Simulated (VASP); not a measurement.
Here is a VASP 6.6.1 calculation.

Contents of INCAR:

```
SYSTEM = MnHg
ALGO = Normal
EDIFF = 1E-6
ENCUT = 520
GGA = PE
ISIF = 2
ISMEAR = -1
ISPIN = 2
LASPH = .True.
LCHARG = .False.
LMAXMIX = 4
LORBIT = 11
LREAL = .False.
LWAVE = .False.
MAGMOM = 0 4.5
NBANDS = 24
NELM = 150
PREC = Accurate
SIGMA = 0.05
```

File KPOINTS:

```
k-points
0
Gamma
  4 4 4
  0 0 0
```

The input POSCAR:

```
MnHg
1.0
    3.3250000000      0.0000000000      0.0000000000
    0.0000000000      3.3250000000      0.0000000000
    0.0000000000      0.0000000000      3.3250000000
Hg Mn
1 1
Direct
    0.0000000000      0.0000000000      0.0000000000
    0.5000000000      0.5000000000      0.5000000000
```

Potentials or basis: VASP PAW PBE potentials, release 64 (Hg, Mn_pv).

Launch:

```bash
$ cat potpaw_PBE.64/Hg/POTCAR potpaw_PBE.64/Mn_pv/POTCAR > POTCAR
$ mpirun -np 1 vasp_std > vasp.out
```

(1) Estimate the pressure.

(2) Estimate the net moment.

(3) What does it give for the site moments?

## Answers

(1) -1.4 GPa.

(2) 3.72 μB per cell.

(3) Hg -0.09; Mn +3.70 μB.

Caveat: the k points lie up to 0.47 Å⁻¹ apart.
